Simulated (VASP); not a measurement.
# Mg (P6_3/mmc) in VASP: notebook, part 2 of 2

VASP 6.6.1. Earlier steps stand in the parts before.

**4. Single point, PBE**

The input, INCAR:

```
SYSTEM = Mg
PREC = Accurate
ENCUT = 520
EDIFF = 1E-6
ISMEAR = 0
SIGMA = 0.024
LREAL = .False.
LASPH = .True.
NELM = 80
ALGO = Normal
ISIF = 2
LWAVE = .False.
LCHARG = .False.
GGA = PE
NBANDS = 12
```

The input, KPOINTS:

```
regular mesh
0
Gamma
  10 10 3
  0 0 0
```

The input, POSCAR:

```
Mg
1.0
    3.1768261656      0.0000000000      0.0000000000
   -1.5884130828      2.7512121628      0.0000000000
    0.0000000000      0.0000000000     10.3188620100
Mg
4
Direct
    0.6666666667      0.3333333333      0.7500000000
    0.0000000000      0.0000000000      0.5000000000
    0.3333333333      0.6666666667      0.2500000000
    0.0000000000      0.0000000000      0.0000000000
```

Potentials or basis: VASP PAW PBE potentials, release 64 (Mg).

Run with:

```sh
$ cat potpaw_PBE.64/Mg/POTCAR > POTCAR
$ mpirun -np 1 vasp_std > vasp.out
```

OUTCAR:

```text
SYSTEM = Mg
   PREC = Accurate
   ENCUT = 520
   EDIFF = 1E-6
   ISMEAR = 0
   LREAL = .False.
   LASPH = .True.
   NELM = 80
   ISIF = 2
   GGA = PE

 ion  position               nearest neighbor table
   1  0.667  0.333  0.750-   2 3.17   4 3.17   2 3.17   4 3.17   2 3.17   4 3.17
   2  0.000  0.000  0.500-   1 3.17   3 3.17   3 3.17   1 3.17   1 3.17   3 3.17
   3  0.333  0.667  0.250-   2 3.17   4 3.17   2 3.17   4 3.17   2 3.17   4 3.17
   4  0.000  0.000  0.000-   1 3.17   3 3.17   3 3.17   1 3.17   1 3.17   3 3.17

  LATTYP: Found a hexagonal cell.
 ALAT       =     3.1768261656
 C/A-ratio  =     3.2481670296

  Lattice vectors:

 A1 = (   3.1768261656,   0.0000000000,   0.0000000000)
 A2 = (  -1.5884130828,   2.7512121628,   0.0000000000)
 A3 = (   0.0000000000,   0.0000000000,  10.3188620100)

Analysis of symmetry for initial positions (statically):
=====================================================================
 Subroutine PRICEL returns:
 Original cell was already a primitive cell.

 Routine SETGRP: Setting up the symmetry group for a
 hexagonal supercell.

 Subroutine GETGRP returns: Found 24 space group operations
 (whereof 12 operations were pure point group operations)
 out of a pool of 24 trial point group operations.

The static configuration has the point symmetry D_3d.
 The point group associated with its full space group is D_6h.

Analysis of symmetry for dynamics (positions and initial velocities):
=====================================================================
 Subroutine PRICEL returns:
 Original cell was already a primitive cell.

 Routine SETGRP: Setting up the symmetry group for a
 hexagonal supercell.

 Subroutine GETGRP returns: Found 24 space group operations
 (whereof 12 operations were pure point group operations)
 out of a pool of 24 trial point group operations.

The dynamic configuration has the point symmetry D_3d.
 The point group associated with its full space group is D_6h.

 Subroutine INISYM returns: Found 24 space group operations
 (whereof 12 operations are pure point group operations),
 and found     1 'primitive' translations

----------------------------------------------------------------------------------------

                                     Primitive cell

  volume of cell :      90.1881

  direct lattice vectors                    reciprocal lattice vectors
     3.176826166  0.000000000  0.000000000     0.314779578  0.181738074  0.000000000
    -1.588413083  2.751212163  0.000000000     0.000000000  0.363476148  0.000000000
     0.000000000  0.000000000 10.318862010     0.000000000  0.000000000  0.096909911

  length of vectors
     3.176826166  3.176826166 10.318862010     0.363476148  0.363476148  0.096909911

  position of ions in fractional coordinates (direct lattice)
     0.666666667  0.333333333  0.750000000
     0.000000000  0.000000000  0.500000000
     0.333333333  0.666666667  0.250000000
     0.000000000  0.000000000  0.000000000

  ion indices of the primitive-cell ions
   primitive index   ion index
                 1           1
                 2           2
                 3           3
                 4           4

----------------------------------------------------------------------------------------

 KPOINTS: regular mesh

[... 48 lines left out ...]
 [... further k-points ...]
   k-points           NKPTS =     28   k-points in BZ     NKDIM =     28   number of bands    NBANDS=     12
   number of dos      NEDOS =    301   number of ions     NIONS =      4
   total plane-waves  NPLWV =  46080
   dimension x,y,z NGX =    24 NGY =   24 NGZ =   80
   dimension x,y,z NGXF=    48 NGYF=   48 NGZF=  160
   ions per type =               4
   NGX,Y,Z   is equivalent  to a cutoff of  12.56, 12.56, 12.89 a.u.
   NGXF,Y,Z  is equivalent  to a cutoff of  25.12, 25.12, 25.78 a.u.
 SYSTEM =  Mg
   PREC   = accura    normal or accurate (medium, high low for compatibility)
   ISTART =      0    job   : 0-new  1-cont  2-samecut
   ICHARG =      2    charge: 1-file 2-atom 10-const
   ISPIN  =      1    spin polarized calculation?
   LNONCOLLINEAR =      F non collinear calculations
   LSORBIT =      F    spin-orbit coupling
   LASPH  =      T    aspherical Exc in radial PAW
   ENCUT  =  520.0 eV  38.22 Ry    6.18 a.u.   5.91  5.91 19.19*2*pi/ulx,y,z
   NELM   =     80;   NELMIN=  2; NELMDL= -5     # of ELM steps
   EDIFF  = 0.1E-05   stopping-criterion for ELM
   LREAL  =      F    real-space projection
   EDIFFG = 0.1E-04   stopping-criterion for IOM
   NSW    =      0    number of steps for IOM
   IBRION =     -1    ionic relax: 0-MD 1-quasi-New 2-CG
   NFREE  =      0    steps in history (QN), initial steepest desc. (CG)
   ISIF   =      2    stress and relaxation
   ISYM   =      2    0-nonsym 1-usesym 2-fastsym
   POTIM  = 0.5000    time-step for ionic-motion
   TEBEG  =    0.0;   TEEND  =   0.0 temperature during run
   PSTRESS=    0.0 pullay stress
   NELECT =       8.0000    total number of electrons
   NUPDOWN=      -1.0000    fix difference up-down
   EMIN   =  10.00;   EMAX   =-10.00  energy-range for DOS
   EFERMI =   0.00;   METHOD = LEGACY
   ISMEAR =     0;   SIGMA  =   0.02  broadening in eV -4-tet -1-fermi 0-gaus
   EFERMI_NEDOS =   21; number of points for ismear=-14 and -15
   IALGO  =     38    algorithm
   IMIX   =      4    mixing-type and parameters
     AMIX     =   0.40;   BMIX     =  1.00
     AMIX_MAG =   1.60;   BMIX_MAG =  1.00
  volume/ion in A,a.u.               =      22.55       152.15
  Fermi-wavevector in a.u.,A,eV,Ry     =   0.730110  1.379708  7.252733  0.533061
  Thomas-Fermi vector in A             =   1.821999
   LORBIT       =      0    0 simple, 1 ext, 2 COOP (PROOUT), +10 PAW based schemes
   GGA     = PE    functional components
   LHFCALC =     F    Hartree Fock is set to
   AEXX    =    0.0000 exact exchange contribution
   IVDW    =     0    specifies the selected vdW correction
   LEPSILON=     F    determine dielectric tensor
   LRPA    =     F    only Hartree local field effects (RPA)
 non-spin polarized calculation
 Gauss-broadening in eV      SIGMA  =   0.02
  energy-cutoff  :      520.00
  volume of cell :       90.19
 maximum number of plane-waves:      2456
 NGX is ok and might be reduce to    24
   NGX = 11   NGY = 11   NGZ = 39

 number of electron       8.0000000 magnetization

 Free energy of the ion-electron system (eV)
  ---------------------------------------------------
  ext. energy  EPLUGINS =         0.00000000
  ---------------------------------------------------
  free energy    TOTEN  =        -5.99495312 eV

  energy without entropy =       -5.99474733  energy(sigma->0) =       -5.99485022

 E-fermi :   2.8364     XC(G=0):  -8.5467

 val. band max:        2.8189950285   @ k =   0.3000   0.3000   0.0000
 cond. band min:       2.8846600483   @ k =   0.3000   0.3000   0.3333
 fundamental gap:      0.0656650197
 Fermi energy:         2.8364124180

 k-point     1 :       0.0000    0.0000    0.0000
  band No.  band energies     occupation
      1      -4.2817      2.00000
      2      -2.8747      2.00000
      3      -2.8738      2.00000
      4       1.0115      2.00000
      5       1.4844      2.00000
      6       7.8009      0.00000
      7       7.8103      0.00000
      8      13.8012      0.00000
      9      13.8012      0.00000
     10      13.8778      0.00000
     11      13.8778      0.00000
     12      14.5864      0.00000
[... 331 lines left out ...]
 k-point    24 :       0.4000    0.1000    0.3333
  band No.  band energies     occupation
      1      -0.0369      2.00000
      2       0.4083      2.00000
      3       1.8067      2.00000
      4       1.9753      2.00000
      5       2.5770      2.00000
      6       3.5123      0.00000
      7       4.1984      0.00000
      8       5.3902      0.00000
      9       6.8137      0.00000
     10       7.5308      0.00000
     11       8.1619      0.00000
     12       8.9693      0.00000

 [... further k-points ...]
[... 5 lines left out ...]
  --------------------------------------------------------------------------------------
  -------------------------------------------------------------------------------------
  Total        0.2150002      0.2150002      0.9845570      0.0000000      0.0000000     -0.0000000
  in kB        3.8194444      3.8194444     17.4904953      0.0000000      0.0000000     -0.0000000
  external PRESSURE =       8.3764613 kB  Pullay stress =       0.0000000 kB

 VOLUME and BASIS-vectors are now :
 -----------------------------------------------------------------------------
  energy-cutoff  :      520.00
  volume of cell :       90.19
      direct lattice vectors                 reciprocal lattice vectors
     3.176826166  0.000000000  0.000000000     0.314779578  0.181738074  0.000000000
    -1.588413083  2.751212163  0.000000000     0.000000000  0.363476148  0.000000000
     0.000000000  0.000000000 10.318862010     0.000000000  0.000000000  0.096909911

 POSITION                                       TOTAL-FORCE (eV/Angst)
 -----------------------------------------------------------------------------------
      1.58841      0.91707      7.73915        -0.000000      0.000000      0.000000
      0.00000      0.00000      5.15943        -0.000000      0.000000      0.000000
     -0.00000      1.83414      2.57972         0.000000      0.000000     -0.000000
      0.00000      0.00000      0.00000        -0.000000      0.000000      0.000000
 -----------------------------------------------------------------------------------
    total drift:                                0.000000     -0.000000      0.000000

  FREE ENERGIE OF THE ION-ELECTRON SYSTEM (eV)
  ---------------------------------------------------
  free  energy   TOTEN  =        -5.9949531192 eV

  energy  without entropy=       -5.9947473252  energy(sigma->0) =       -5.99485022
```

OSZICAR:

```text
N       E                     dE             d eps       ncg     rms          rms(c)
DAV:   1     0.302416566921E+01    0.30242E+01   -0.26015E+03   672   0.478E+02
DAV:   2    -0.577744899009E+01   -0.88016E+01   -0.83836E+01   860   0.543E+01
DAV:   3    -0.602178697913E+01   -0.24434E+00   -0.24131E+00   964   0.691E+00
DAV:   4    -0.602284138661E+01   -0.10544E-02   -0.10543E-02   836   0.486E-01
DAV:   5    -0.602285155603E+01   -0.10169E-04   -0.10169E-04   868   0.512E-02    0.130E+00
DAV:   6    -0.600972015398E+01    0.13131E-01   -0.12767E-03   852   0.278E-01    0.833E-01
DAV:   7    -0.599495198439E+01    0.14768E-01   -0.49538E-03   764   0.479E-01    0.427E-02
DAV:   8    -0.599495684234E+01   -0.48580E-05   -0.44108E-05   912   0.379E-02    0.930E-03
DAV:   9    -0.599495335835E+01    0.34840E-05   -0.22574E-06   844   0.822E-03    0.767E-04
DAV:  10    -0.599495311919E+01    0.23916E-06   -0.61520E-08   552   0.100E-03
   1 F= -.59949531E+01 E0= -.59948502E+01  d E =-.205794E-03
```

Wall time 18 s (1 thread of Intel Xeon Platinum 8488C (Sapphire Rapids), shared host); peak memory 0.2 GiB.

Results:

```
Free energy            : -5.9950 eV
Pressure               : 0.8 GPa
Band gap on the k mesh : zero (band 4 reaches 3.37 eV, above the bottom of band 5 at 1.48 eV)
```

Stress tensor (GPa, compression positive):
```
0.38 0.00 0.00
0.00 0.38 0.00
0.00 0.00 1.75
```

Levels at points of the mesh, in eV from the Fermi level:
| k point | band 2 | band 3 | band 4 | band 5 | band 6 | band 7 |
| --- | --- | --- | --- | --- | --- | --- |
| (0.00, 0.00, 0.00) | -5.71 | -5.71 | -1.82 | -1.35 | 4.96 | 4.97 |
| (0.50, 0.00, 0.00) | -2.26 | -1.20 | -1.18 | -0.62 | -0.59 | 2.67 |

**5. Single point, PBE**

The input, INCAR:

```
SYSTEM = Mg
PREC = Accurate
ENCUT = 520
EDIFF = 1E-7
ISMEAR = 0
SIGMA = 0.025
LREAL = .False.
LASPH = .True.
NELM = 80
ALGO = Normal
ISIF = 2
LWAVE = .False.
LCHARG = .True.
GGA = PE
LELF = .True.
LVHAR = .True.
NBANDS = 12
```

KPOINTS is that of step 4.

POSCAR is that of step 4.

Run with:

```sh
$ cat potpaw_PBE.64/Mg/POTCAR > POTCAR
$ mpirun -np 1 vasp_std > vasp.out
```

Wall time 18 s (1 thread of Intel Xeon Platinum 8488C (Sapphire Rapids), shared host); peak memory 0.2 GiB.

It converged, with:

| Property | Result |
| --- | --- |
| Free energy | -5.9950 eV |
| Pressure | 0.8 GPa |
| Band gap on the k mesh | zero (band 4 reaches 3.37 eV, above the bottom of band 5 at 1.48 eV) |

Stress tensor (GPa, compression positive):
```
0.38 0.00 0.00
0.00 0.38 0.00
0.00 0.00 1.75
```

Levels at points of the mesh, in eV from the Fermi level:
| k point | band 1 | band 2 | band 3 | band 4 | band 5 | band 6 | band 7 | band 8 | band 9 |
| --- | --- | --- | --- | --- | --- | --- | --- | --- | --- |
| (0.00, 0.00, 0.00) | -7.12 | -5.71 | -5.71 | -1.83 | -1.35 | 4.96 | 4.97 | 10.96 | 10.96 |
| (0.50, 0.00, 0.00) | -2.28 | -2.26 | -1.20 | -1.18 | -0.62 | -0.59 | 2.67 | 2.84 | 3.34 |

**6. Single point, PBE**

The input, INCAR:

```
PREC     = Accurate       # precision mode
ENCUT    = 520            # plane-wave cutoff, eV
EDIFF    = 1E-7           # SCF threshold, eV
ISMEAR   = 0              # smearing method
SIGMA    = 0.026000000000000002 # smearing width, eV
LREAL    = False          # projectors in reciprocal space
LASPH    = True           # aspherical terms in the spheres
NELM     = 100            # most SCF steps
ALGO     = Fast           # electronic algorithm
ISIF     = 2              # what is computed and relaxed
LWAVE    = False          # write WAVECAR
LCHARG   = False          # write CHGCAR
GGA      = PE             # functional
NBANDS   = 12             # bands
```

The input, KPOINTS:

```
regular mesh
0
Gamma
  10 10 3
```

POSCAR is that of step 5.

Potentials or basis: VASP PAW PBE potentials, release 64 (Mg).

Run with:

```sh
$ cat potpaw_PBE.64/Mg/POTCAR > POTCAR
$ mpirun -np 1 vasp_std > vasp.out
```

Run time: 18 s. Hardware: 1 thread of Intel Xeon Platinum 8488C (Sapphire Rapids), shared host; peak memory 0.2 GiB.

The run converged. Its results:

```
Free energy            : -5.9950 eV
Pressure               : 0.8 GPa
Band gap on the k mesh : zero (band 4 reaches 3.37 eV, above the bottom of band 5 at 1.48 eV)
```

Stress tensor (GPa, compression positive):
```
0.38 0.00 0.00
0.00 0.38 0.00
0.00 0.00 1.75
```

Levels at points of the mesh, in eV from the Fermi level:
| k point | band 1 | band 2 | band 3 | band 4 | band 5 | band 6 | band 7 | band 8 |
| --- | --- | --- | --- | --- | --- | --- | --- | --- |
| (0.00, 0.00, 0.00) | -7.12 | -5.71 | -5.71 | -1.83 | -1.35 | 4.96 | 4.97 | 10.96 |
| (0.50, 0.00, 0.00) | -2.28 | -2.26 | -1.20 | -1.18 | -0.62 | -0.59 | 2.67 | 2.84 |

**7. Overview**

```csv
task,level,cell,cutoff (eV),smearing,gap on the mesh (eV),pressure (GPa),relaxed volume (Å³/atom)
relaxation of cell and atoms,RPBE+D3(BJ),relaxed,600,fermi-dirac 0.05 eV,none,0.0,16.80
relaxation of cell and atoms,RPBE+D4,relaxed,600,fermi-dirac 0.05 eV,none,0.0,23.26
single point,PBE,as given,520,gaussian 0.024 eV,none,0.8,-
single point,PBE,as given,520,gaussian 0.025 eV,none,0.8,-
single point,PBE,as given,520,gaussian 0.026 eV,none,0.8,-
```

Alike in all rows: potentials or basis VASP PAW PBE potentials, release 64 (Mg); no spin polarisation; k mesh 10 × 10 × 3.

Every run on the cell as given and a fine mesh finds a metal.

Caveats: the PAW data sets were made with another functional, which shifts forces and pressure a little (some runs); pairwise dispersion overbinds metals, which lowers pressure and volume (some runs); the volume moved by over 15 % at a fixed basis, so the end points are rough (some runs).

Total energies depend on the potentials used, so only differences within one code and one set of settings carry meaning.
